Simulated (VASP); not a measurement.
Wanted: the native input for a VASP 6.6.1 run.

| Property | Result |
| --- | --- |
| Task | single point |
| Functional | RPBE |
| Potentials or basis | VASP PAW PBE potentials, release 64 (Li_sv) |
| Cutoff | 520 eV |
| k mesh | 14 × 14 × 14 |
| Occupations | fermi-dirac, width 0.1 eV |
| Spin | no spin polarisation |
| Dipole correction | no |
| Further INCAR settings | ALGO = Normal; EDIFF = 1e-06; NBANDS = 8 |

The structure of Li lies in POSCAR:

```
Li
1.0
    0.0000000000      2.1311077720      2.1311077720
    2.1311077720      0.0000000000      2.1311077720
    2.1311077720      2.1311077720      0.0000000000
Li
1
Direct
    0.0000000000      0.0000000000      0.0000000000
```

This isn't the form of Li at room conditions, which is bcc.

These files were run (other wordings do the same):

INCAR

```
PREC = Accurate ; ENCUT = 520
EDIFF = 1E-6 ; ISMEAR = -1
SIGMA = 0.1 ; LREAL = F
LASPH = T ; NELM = 60
ALGO = Normal ; ISIF = 2
LWAVE = F ; LCHARG = T
GGA = RP ; LELF = T
LVHAR = T ; NBANDS = 8
```

KPOINTS

```
Automatic mesh
0
Gamma
  14 14 14
```

Potentials or basis: VASP PAW PBE potentials, release 64 (Li_sv).

Launch:

```console
$ cat potpaw_PBE.64/Li_sv/POTCAR > POTCAR
$ mpirun -np 1 vasp_std > vasp.out
```

It gave:

* Band gap on the k mesh: zero (an odd number of electrons rules out a gap without spin polarisation)

Wall time 7.8 s on 1 thread of Intel(R) Xeon(R) Platinum 8488C (Sapphire Rapids), on a shared host, peak memory 0.13 GiB.
